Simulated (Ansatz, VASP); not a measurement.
Two plane-wave programs on SiO2

```xyz
12
Lattice="-4.4177 4.4177 2.6041 4.4177 -4.4177 2.6041 4.4177 4.4177 -2.6041" Properties=species:S:1:pos:R:3 pbc="T T T"
Si    1.5671    1.5671    0.0000
Si   -2.8507    2.8507    2.6041
Si    2.8507   -2.8507    2.6041
Si    2.8507    2.8507    2.6041
O     2.2089    2.2089    1.3020
O     2.2089   -2.2089    1.3020
O    -2.2089    2.2089    1.3020
O     2.2089    2.2089   -1.3020
O     1.8651    0.0000    0.0000
O     0.0000    6.9703    0.0000
O     0.0000    1.8651    0.0000
O     6.9703    0.0000    0.0000
```

Alike in both runs: task single point; functional r2SCAN; k mesh 6 × 6 × 6; occupations gaussian, width 0.02 eV; no spin polarisation.

```csv
,VASP,Ansatz
version,VASP 6.6.1,Ansatz 0.2.0
potentials or method,"VASP PAW PBE potentials, release 64 (Si, O), cutoff 520 eV","scalar-relativistic, plane waves, PAW"
valence electrons in the cell,64,64
```

Ansatz gave:

* gap on the k mesh at the Fermi level (eV): 6.10
* least direct gap on the mesh (eV): 6.10
* pressure (GPa): 4.0
* rms of the force components (eV/Å): 0.002

What did VASP give for the same quantities?

gap on the k mesh at the Fermi level (eV): 6.09; least direct gap on the mesh (eV): 6.09; pressure (GPa): 4.1; rms of the force components (eV/Å): 0.015.

VASP's potentials were made for PBE, not for r2SCAN. Atom by atom the forces differ by 0.013 eV/Å (rms over components). The functional is the same, so the differences come from potentials, cutoffs and numerics.
